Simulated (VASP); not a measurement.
PtSe2 (Sudovikovite):

```
Pt Se
1.0
     3.67367    0.00000    0.00000
    -1.83683    3.18149    0.00000
     0.00000    0.00000    4.99359
Pt Se
1 2
Direct
  0.00000 0.00000 0.00000
  0.66667 0.33333 0.75000
  0.33333 0.66667 0.25000
```

This cell differs from its parent crystal: volume scaled by 0.96.

Base run:

* Program: VASP 6.6.1
* Functional: PBEsol
* Potentials or basis: VASP PAW PBE potentials, release 64 (Pt, Se)
* Cutoff: 520 eV
* k mesh: 8 × 8 × 5
* Occupations: fermi-dirac, width 0.05 eV
* Spin: no spin polarisation

Its results: band gap on the k mesh zero (band 11 reaches 7.40 eV, above the bottom of band 12 at 7.06 eV); pressure 8.4 GPa; largest force 0.916 eV/Å.

Question: After a change of settings the same cell gave: band gap on the k mesh zero (band 11 reaches 7.63 eV, above the bottom of band 12 at 7.36 eV); pressure 16.4 GPa; largest force 1.212 eV/Å. Which change was it?
A. functional from PBEsol to RPBE; dispersion from none to D3(BJ)
B. functional from PBEsol to r2SCAN
C. functional from PBEsol to RPBE
D. functional from PBEsol to LDA; potentials or basis from VASP PAW PBE potentials, release 64 (Pt, Se) to VASP PAW LDA potentials, release 64 (Pt, Se)

Answer: C.

RPBE binds less tightly than PBEsol, so the same cell stands under more pressure.

Caveats: the PAW data sets were made with another functional, which shifts forces and pressure a little; spin-orbit coupling is left out, which moves the levels of the heavy elements.
